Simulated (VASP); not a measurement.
# NaZr3N4 (P-43m) in VASP: further runs

The runs below take NaZr3N4 through single point, with PBE.

Everything below comes from runs of VASP 6.6.1. Logs are shortened: lines on timing, memory, paths and dates and some standing lists are left out, and cuts for length are marked.

### 1 The cell of the first run

The structure is cubic, space group P-43m (No. 215). The conventional cell has a = 5.008 Å, b = 5.008 Å, c = 5.008 Å, α = 90.00°, β = 90.00°, γ = 90.00°. Within 3.1 Å of Na (site symmetry -43m) lie 4 N at 2.33 Å. Within 2.8 Å of Zr (site symmetry -42m) lie 4 N at 2.12 Å. N (site symmetry 3m) has 3 Zr at 2.12 Å and 1 Na at 2.33 Å within 2.8 Å.

### 2 Single point, PBE

The input, INCAR:

```
  PREC = Accurate
  ENCUT = 520
  EDIFF = 1E-6
  ISMEAR = 0
  SIGMA = 0.1
  LREAL = False
  LASPH = True
  NELM = 60
  ALGO = Normal
  ISIF = 2
  LWAVE = False
  LCHARG = True
  GGA = PE
  LELF = True
  LVHAR = True
  NBANDS = 42
```

The input, KPOINTS:

```
regular mesh
0
Gamma
  4 4 4
```

The input, POSCAR:

```
NaZr3N4
1.0
    5.0079060522      0.0000000000      0.0000000000
    0.0000000000      5.0079060522      0.0000000000
    0.0000000000      0.0000000000      5.0079060522
Na Zr N
1 3 4
Direct
    0.5000000000      0.5000000000      0.5000000000
    0.0000000000      0.0000000000      0.5000000000
    0.5000000000      0.0000000000      0.0000000000
    0.0000000000      0.5000000000      0.0000000000
    0.2310876457      0.2310876457      0.7689123543
    0.7689123543      0.7689123543      0.7689123543
    0.2310876457      0.7689123543      0.2310876457
    0.7689123543      0.2310876457      0.2310876457
```

Potentials or basis: VASP PAW PBE potentials, release 64 (Na_pv, Zr_sv, N).

On the command line:

```console
$ cat potpaw_PBE.64/Na_pv/POTCAR potpaw_PBE.64/Zr_sv/POTCAR potpaw_PBE.64/N/POTCAR > POTCAR
$ mpirun -np 1 vasp_std > vasp.out
```

OUTCAR:

```text
PREC = Accurate
   ENCUT = 520
   EDIFF = 1E-6
   ISMEAR = 0
   LREAL = False
   LASPH = True
   NELM = 60
   ISIF = 2
   GGA = PE

 ion  position               nearest neighbor table
   1  0.500  0.500  0.500-
   2  0.000  0.000  0.500-   5 2.12   6 2.12   7 2.12   8 2.12   3 3.54   4 3.54   3 3.54   4 3.54
                             4 3.54   4 3.54   3 3.54   3 3.54
   3  0.500  0.000  0.000-   5 2.12   6 2.12   7 2.12   8 2.12   2 3.54   4 3.54   2 3.54   4 3.54
                             2 3.54   4 3.54   2 3.54   4 3.54
   4  0.000  0.500  0.000-   5 2.12   6 2.12   7 2.12   8 2.12   2 3.54   3 3.54   2 3.54   2 3.54
                             3 3.54   2 3.54   3 3.54   3 3.54
   5  0.231  0.231  0.769-   2 2.12   3 2.12   4 2.12
   6  0.769  0.769  0.769-   2 2.12   3 2.12   4 2.12
   7  0.231  0.769  0.231-   2 2.12   3 2.12   4 2.12
   8  0.769  0.231  0.231-   2 2.12   3 2.12   4 2.12

  LATTYP: Found a simple cubic cell.
 ALAT       =     5.0079060522

  Lattice vectors:

 A1 = (   5.0079060522,   0.0000000000,   0.0000000000)
 A2 = (   0.0000000000,   5.0079060522,   0.0000000000)
 A3 = (   0.0000000000,   0.0000000000,   5.0079060522)

Analysis of symmetry for initial positions (statically):
=====================================================================
 Subroutine PRICEL returns:
 Original cell was already a primitive cell.

 Routine SETGRP: Setting up the symmetry group for a
 simple cubic supercell.

 Subroutine GETGRP returns: Found 24 space group operations
 (whereof 24 operations were pure point group operations)
 out of a pool of 48 trial point group operations.

The static configuration has the point symmetry T_d .

Analysis of symmetry for dynamics (positions and initial velocities):
=====================================================================
 Subroutine PRICEL returns:
 Original cell was already a primitive cell.

 Routine SETGRP: Setting up the symmetry group for a
 simple cubic supercell.

 Subroutine GETGRP returns: Found 24 space group operations
 (whereof 24 operations were pure point group operations)
 out of a pool of 48 trial point group operations.

The dynamic configuration has the point symmetry T_d .

 Subroutine INISYM returns: Found 24 space group operations
 (whereof 24 operations are pure point group operations),
 and found     1 'primitive' translations

----------------------------------------------------------------------------------------

                                     Primitive cell

  volume of cell :     125.5939

  direct lattice vectors                    reciprocal lattice vectors
     5.007906052  0.000000000  0.000000000     0.199684257  0.000000000  0.000000000
     0.000000000  5.007906052  0.000000000     0.000000000  0.199684257  0.000000000
     0.000000000  0.000000000  5.007906052     0.000000000  0.000000000  0.199684257

  length of vectors
     5.007906052  5.007906052  5.007906052     0.199684257  0.199684257  0.199684257

  position of ions in fractional coordinates (direct lattice)
     0.500000000  0.500000000  0.500000000
     0.000000000  0.000000000  0.500000000
     0.500000000  0.000000000  0.000000000
     0.000000000  0.500000000  0.000000000
     0.231087646  0.231087646  0.768912354
     0.768912354  0.768912354  0.768912354
     0.231087646  0.768912354  0.231087646
     0.768912354  0.231087646  0.231087646

  ion indices of the primitive-cell ions
   primitive index   ion index
                 1           1
                 2           2
                 3           3
                 4           4
                 5           5
                 6           6
                 7           7
                 8           8

----------------------------------------------------------------------------------------

 KPOINTS: regular mesh

Automatic generation of k-mesh.
 Grid dimensions read from file:
 generate k-points for:    4    4    4

 Generating k-lattice:

  Cartesian coordinates                     Fractional coordinates (reciprocal lattice)
     0.049921064  0.000000000  0.000000000     0.250000000  0.000000000  0.000000000
     0.000000000  0.049921064  0.000000000     0.000000000  0.250000000  0.000000000
     0.000000000  0.000000000  0.049921064     0.000000000  0.000000000  0.250000000

  Length of vectors
     0.049921064  0.049921064  0.049921064

  Shift w.r.t. Gamma in fractional coordinates (k-lattice)
     0.000000000  0.000000000  0.000000000

 Subroutine IBZKPT returns following result:
 ===========================================

 Found     10 irreducible k-points:

 Following reciprocal coordinates:
            Coordinates               Weight
  0.000000  0.000000  0.000000      1.000000
  0.250000  0.000000  0.000000      6.000000
  0.500000  0.000000  0.000000      3.000000
  0.250000  0.250000  0.000000     12.000000
  0.500000  0.250000  0.000000     12.000000
  0.500000  0.500000  0.000000      3.000000
  0.250000  0.250000  0.250000      8.000000
  0.500000  0.250000  0.250000     12.000000
  0.500000  0.500000  0.250000      6.000000
  0.500000  0.500000  0.500000      1.000000
   k-points           NKPTS =     10   k-points in BZ     NKDIM =     10   number of bands    NBANDS=     42
   number of dos      NEDOS =    301   number of ions     NIONS =      8
   total plane-waves  NPLWV =  64000
   dimension x,y,z NGX =    40 NGY =   40 NGZ =   40
   dimension x,y,z NGXF=    80 NGYF=   80 NGZF=   80
   ions per type =               1   3   4
   NGX,Y,Z   is equivalent  to a cutoff of  13.28, 13.28, 13.28 a.u.
   NGXF,Y,Z  is equivalent  to a cutoff of  26.56, 26.56, 26.56 a.u.
 SYSTEM =  unknown system
   PREC   = accura    normal or accurate (medium, high low for compatibility)
   ISTART =      0    job   : 0-new  1-cont  2-samecut
   ICHARG =      2    charge: 1-file 2-atom 10-const
   ISPIN  =      1    spin polarized calculation?
   LNONCOLLINEAR =      F non collinear calculations
   LSORBIT =      F    spin-orbit coupling
   LASPH  =      T    aspherical Exc in radial PAW
   ENCUT  =  520.0 eV  38.22 Ry    6.18 a.u.   9.31  9.31  9.31*2*pi/ulx,y,z
   NELM   =     60;   NELMIN=  2; NELMDL= -5     # of ELM steps
   EDIFF  = 0.1E-05   stopping-criterion for ELM
   LREAL  =      F    real-space projection
[... 22 lines left out ...]
   LORBIT       =      0    0 simple, 1 ext, 2 COOP (PROOUT), +10 PAW based schemes
   GGA     = PE    functional components
   LHFCALC =     F    Hartree Fock is set to
   AEXX    =    0.0000 exact exchange contribution
   IVDW    =     0    specifies the selected vdW correction
   LEPSILON=     F    determine dielectric tensor
   LRPA    =     F    only Hartree local field effects (RPA)
 non-spin polarized calculation
 Gauss-broadening in eV      SIGMA  =   0.10
  energy-cutoff  :      520.00
  volume of cell :      125.59
 maximum number of plane-waves:      3415
 NGX is ok and might be reduce to    40
   NGX = 19   NGY = 19   NGZ = 19

 number of electron      62.9999973 magnetization

 Free energy of the ion-electron system (eV)
  ---------------------------------------------------
  ext. energy  EPLUGINS =         0.00000000
  ---------------------------------------------------
  free energy    TOTEN  =       -69.47929171 eV

  energy without entropy =      -69.46795632  energy(sigma->0) =      -69.47362402

 E-fermi :   7.0683     XC(G=0): -10.2605

 val. band max:        6.9971478352   @ k =   0.2500   0.0000   0.0000
 cond. band min:       7.1212791547   @ k =   0.5000   0.0000   0.0000
 fundamental gap:      0.1241313195
 Fermi energy:         7.0682858857

 k-point     1 :       0.0000    0.0000    0.0000
  band No.  band energies     occupation
      1     -42.6777      2.00000
      2     -42.6257      2.00000
      3     -42.6257      2.00000
      4     -21.0578      2.00000
      5     -21.0578      2.00000
      6     -21.0578      2.00000
[... 34 lines left out ...]
     41      10.8812      0.00000
     42      10.9302      0.00000

 k-point     2 :       0.2500    0.0000    0.0000
  band No.  band energies     occupation
      1     -42.6711      2.00000
      2     -42.6323      2.00000
      3     -42.6256      2.00000
      4     -21.0298      2.00000
      5     -21.0298      2.00000
      6     -21.0012      2.00000
[... 34 lines left out ...]
     41      10.9609      0.00000
     42      11.2665      0.00000

 k-point     3 :       0.5000    0.0000    0.0000
  band No.  band energies     occupation
      1     -42.6604      2.00000
      2     -42.6430      2.00000
      3     -42.6256      2.00000
      4     -20.9952      2.00000
      5     -20.9952      2.00000
      6     -20.8879      2.00000
[... 34 lines left out ...]
     41      11.1400      0.00000
     42      11.6504      0.00000

 k-point     4 :       0.2500    0.2500    0.0000
  band No.  band energies     occupation
      1     -42.6652      2.00000
      2     -42.6343      2.00000
      3     -42.6294      2.00000
      4     -21.0367      2.00000
      5     -21.0053      2.00000
      6     -20.9415      2.00000
[... 34 lines left out ...]
     41      10.7922      0.00000
     42      11.5281      0.00000

 k-point     5 :       0.5000    0.2500    0.0000
  band No.  band energies     occupation
      1     -42.6552      2.00000
      2     -42.6430      2.00000
      3     -42.6307      2.00000
      4     -20.9982      2.00000
      5     -20.9953      2.00000
      6     -20.9077      2.00000
[... 34 lines left out ...]
     41      10.8265      0.00000
     42      11.5406      0.00000

 k-point     6 :       0.5000    0.5000    0.0000
  band No.  band energies     occupation
      1     -42.6430      2.00000
      2     -42.6429      2.00000
      3     -42.6429      2.00000
      4     -21.0214      2.00000
      5     -20.9942      2.00000
      6     -20.8786      2.00000
[... 34 lines left out ...]
     41      10.4133      0.00000
     42      11.6619      0.00000

 k-point     7 :       0.2500    0.2500    0.2500
  band No.  band energies     occupation
      1     -42.6603      2.00000
      2     -42.6343      2.00000
      3     -42.6343      2.00000
      4     -21.0775      2.00000
      5     -20.9512      2.00000
      6     -20.9512      2.00000
[... 34 lines left out ...]
     41      10.7440      0.00000
     42      11.7177      0.00000

 k-point     8 :       0.5000    0.2500    0.2500
  band No.  band energies     occupation
      1     -42.6516      2.00000
      2     -42.6429      2.00000
      3     -42.6342      2.00000
      4     -21.0756      2.00000
      5     -20.9605      2.00000
      6     -20.9573      2.00000
[... 34 lines left out ...]
     41      10.7752      0.00000
     42      11.7619      0.00000

 k-point     9 :       0.5000    0.5000    0.2500
  band No.  band energies     occupation
      1     -42.6429      2.00000
      2     -42.6429      2.00000
      3     -42.6429      2.00000
      4     -21.1081      2.00000
      5     -20.9990      2.00000
      6     -20.9551      2.00000
[... 34 lines left out ...]
     41      10.2364      0.00000
     42      11.3896      0.00000

 k-point    10 :       0.5000    0.5000    0.5000
  band No.  band energies     occupation
      1     -42.6428      2.00000
      2     -42.6428      2.00000
      3     -42.6428      2.00000
      4     -21.1687      2.00000
      5     -20.9994      2.00000
      6     -20.9994      2.00000
[... 34 lines left out ...]
     41      10.0037      0.00000
     42      11.0979      0.00000

------------------------ aborting loop because EDIFF is reached ----------------------------------------

  FORCE on cell =-STRESS in cart. coord.  units (eV):
  Direction    XX          YY          ZZ          XY          YZ          ZX
  --------------------------------------------------------------------------------------
  -------------------------------------------------------------------------------------
  Total       -0.0908420     -0.0908420     -0.0908420      0.0000000      0.0000000     -0.0000000
  in kB       -1.1588547     -1.1588547     -1.1588547      0.0000000      0.0000000     -0.0000000
  external PRESSURE =      -1.1588547 kB  Pullay stress =       0.0000000 kB

 VOLUME and BASIS-vectors are now :
 -----------------------------------------------------------------------------
  energy-cutoff  :      520.00
  volume of cell :      125.59
      direct lattice vectors                 reciprocal lattice vectors
     5.007906052  0.000000000  0.000000000     0.199684257  0.000000000  0.000000000
     0.000000000  5.007906052  0.000000000     0.000000000  0.199684257  0.000000000
     0.000000000  0.000000000  5.007906052     0.000000000  0.000000000  0.199684257

 POSITION                                       TOTAL-FORCE (eV/Angst)
 -----------------------------------------------------------------------------------
      2.50395      2.50395      2.50395         0.000000      0.000000      0.000000
      0.00000      0.00000      2.50395        -0.000000      0.000000     -0.000000
      2.50395      0.00000      0.00000         0.000000      0.000000      0.000000
      0.00000      2.50395      0.00000         0.000000      0.000000     -0.000000
      1.15727      1.15727      3.85064         0.002839      0.002839     -0.002839
      3.85064      3.85064      3.85064        -0.002839     -0.002839     -0.002839
      1.15727      3.85064      1.15727         0.002839     -0.002839      0.002839
      3.85064      1.15727      1.15727        -0.002839      0.002839      0.002839
 -----------------------------------------------------------------------------------
    total drift:                                0.000000      0.000000      0.000000

  FREE ENERGIE OF THE ION-ELECTRON SYSTEM (eV)
  ---------------------------------------------------
  free  energy   TOTEN  =       -69.4792917088 eV

  energy  without entropy=      -69.4679563236  energy(sigma->0) =      -69.47362402
```

Wall time 27 s (1 thread of Intel Xeon Platinum 8559C (Emerald Rapids), shared host); peak memory 0.25 GiB.

Results:

| Quantity | Value |
| --- | --- |
| Free energy | -69.4793 eV |
| Pressure | -0.1 GPa |
| Largest force | 0.005 eV/Å |

Forces in eV/Å, atoms in the order of the input:
```
Na   0.000  0.000  0.000
Zr   0.000  0.000  0.000
Zr   0.000  0.000  0.000
Zr   0.000  0.000  0.000
N    0.003  0.003 -0.003
N   -0.003 -0.003 -0.003
N    0.003 -0.003  0.003
N   -0.003  0.003  0.003
```

### 3 Single point, PBE

This run uses another cell than the first one, of 20.07 Å³/atom, 1.278 times its volume.

The input, INCAR:

```
SYSTEM = NaZr3N4
ALGO = Normal
EDIFF = 1E-6
ENCUT = 520
GGA = PE
ISIF = 2
ISMEAR = 0
LASPH = .TRUE.
LCHARG = .TRUE.
LELF = .TRUE.
LREAL = .FALSE.
LVHAR = .TRUE.
LWAVE = .FALSE.
NBANDS = 42
NELM = 100
PREC = Accurate
SIGMA = 0.1
```

The input, KPOINTS:

```
k-points
0
G
  4 4 4
  0 0 0
```

The input, POSCAR:

```
NaZr3N4
1.0
    5.4352244300      0.0000000000      0.0000000000
    0.0000000000      5.4352244300      0.0000000000
    0.0000000000      0.0000000000      5.4352244300
Na Zr N
1 3 4
Direct
    0.5000000000      0.5000000000      0.5000000000
    0.0000000000      0.0000000000      0.5000000000
    0.5000000000      0.0000000000      0.0000000000
    0.0000000000      0.5000000000      0.0000000000
    0.2456870000      0.2456870000      0.7543130000
    0.7543130000      0.7543130000      0.7543130000
    0.2456870000      0.7543130000      0.2456870000
    0.7543130000      0.2456870000      0.2456870000
```

Potentials or basis: VASP PAW PBE potentials, release 64 (Na_pv, Zr_sv, N).

On the command line:

```console
$ cat potpaw_PBE.64/Na_pv/POTCAR potpaw_PBE.64/Zr_sv/POTCAR potpaw_PBE.64/N/POTCAR > POTCAR
$ mpirun -np 1 vasp_std > vasp.out
```

It took 36 s on 1 thread of Intel Xeon Platinum 8559C (Emerald Rapids), shared host; peak memory 0.25 GiB.

It converged, with:

```
Free energy   : -65.6198 eV
Pressure      : -23.3 GPa
Largest force : 2.288 eV/Å
```

Forces on the atoms (eV/Å):
```
Na   0.000  0.000  0.000
Zr   0.000  0.000  0.000
Zr   0.000  0.000  0.000
Zr   0.000  0.000  0.000
N   -1.321 -1.321  1.321
N    1.321  1.321  1.321
N   -1.321  1.321 -1.321
N    1.321 -1.321 -1.321
```

Levels at points of the mesh, in eV from the Fermi level:
```
           k point  band 29  band 30  band 31  band 32  band 33  band 34
(0.00, 0.00, 0.00)    -2.02    -2.02    -2.02    -0.11    -0.11    -0.11
(0.50, 0.00, 0.00)    -2.90    -2.11    -2.11     0.01     0.01     0.11
(0.50, 0.50, 0.00)    -2.92    -2.47    -2.47     0.64     0.77     0.77
(0.50, 0.50, 0.50)    -2.54    -2.54    -2.54     1.24     1.24     1.24
```

Caveat: forces of over 1 eV/Å act on the atoms, so gaps and moduli don't describe the material at rest.

### 4 Single point, PBE

The input, INCAR:

```
SYSTEM = NaZr3N4
PREC     = Accurate       ! precision mode
ENCUT    = 520            ! plane-wave cutoff, eV
EDIFF    = 1E-7           ! SCF threshold, eV
ISMEAR   = 0              ! smearing method
SIGMA    = 0.1            ! smearing width, eV
LREAL    = .False.        ! projectors in reciprocal space
LASPH    = .True.         ! aspherical terms in the spheres
NELM     = 80             ! most SCF steps
ALGO     = Normal         ! electronic algorithm
ISIF     = 2              ! what is computed and relaxed
LWAVE    = .False.        ! write WAVECAR
LCHARG   = .True.         ! write CHGCAR
GGA      = PE             ! functional
LELF     = .True.         ! ELF
LVHAR    = .True.       
NBANDS   = 42             ! bands
```

The input, KPOINTS:

```
regular mesh
0
Gamma
  8 8 8
  0 0 0
```

The input, POSCAR:

```
NaZr3N4
1.0
    5.0066348837      0.0000000000      0.0000000000
    0.0000000000      5.0066348837      0.0000000000
    0.0000000000      0.0000000000      5.0066348837
Na Zr N
1 3 4
Direct
    0.5000000000      0.5000000000      0.5000000000
    0.0000000000      0.0000000000      0.5000000000
    0.5000000000      0.0000000000      0.0000000000
    0.0000000000      0.5000000000      0.0000000000
    0.2308663992      0.2308663992      0.7691336008
    0.7691336008      0.7691336008      0.7691336008
    0.2308663992      0.7691336008      0.2308663992
    0.7691336008      0.2308663992      0.2308663992
```

On the command line:

```console
$ cat potpaw_PBE.64/Na_pv/POTCAR potpaw_PBE.64/Zr_sv/POTCAR potpaw_PBE.64/N/POTCAR > POTCAR
$ mpirun -np 1 vasp_std > vasp.out
```

Run time: 96 s. Hardware: 1 thread of Intel Xeon Platinum 8559C (Emerald Rapids), shared host; peak memory 0.32 GiB.

Results (log left out):

```
Free energy   : -69.4520 eV
Pressure      : 0.1 GPa
Largest force : 0.006 eV/Å
```

Forces on the atoms (eV/Å):
```
Na   0.000  0.000  0.000
Zr   0.000  0.000  0.000
Zr   0.000  0.000  0.000
Zr   0.000  0.000  0.000
N    0.004  0.004 -0.004
N   -0.004 -0.004 -0.004
N    0.004 -0.004  0.004
N   -0.004  0.004  0.004
```

Levels at points of the mesh, in eV from the Fermi level:
```tsv
k point	band 27	band 28	band 29	band 30	band 31	band 32	band 33	band 34	band 35	band 36
(0.00, 0.00, 0.00)	-3.20	-3.20	-2.48	-2.48	-2.48	-0.27	-0.27	-0.27	0.29	1.72
(0.50, 0.00, 0.00)	-3.92	-3.83	-3.83	-2.58	-2.58	0.07	0.13	0.13	0.96	1.24
(0.50, 0.50, 0.00)	-4.10	-3.83	-3.69	-3.33	-3.33	0.87	1.09	1.09	1.23	1.47
(0.50, 0.50, 0.50)	-3.77	-3.77	-3.27	-3.27	-3.27	1.29	1.29	1.29	1.96	1.98
```

### 5 Summary

```tsv
cell	k mesh	gap on the mesh (eV)	pressure (GPa)	largest force (eV/Å)
a = 5.008 Å, 8 atoms	4 × 4 × 4	none	-0.1	-
a = 5.435 Å, 8 atoms	4 × 4 × 4	none	-23.3	2.29
a = 5.007 Å, 8 atoms	8 × 8 × 8	none	0.1	0.01
```

Alike in all rows: task single point; level PBE; potentials or basis VASP PAW PBE potentials, release 64 (Na_pv, Zr_sv, N); no spin polarisation; cutoff (eV) 520; smearing gaussian 0.1 eV.

Caveats: forces of over 1 eV/Å act on the atoms, so gaps and moduli don't describe the material at rest (some runs).

Total energies depend on the potentials used, so only differences within one code and one set of settings carry meaning.
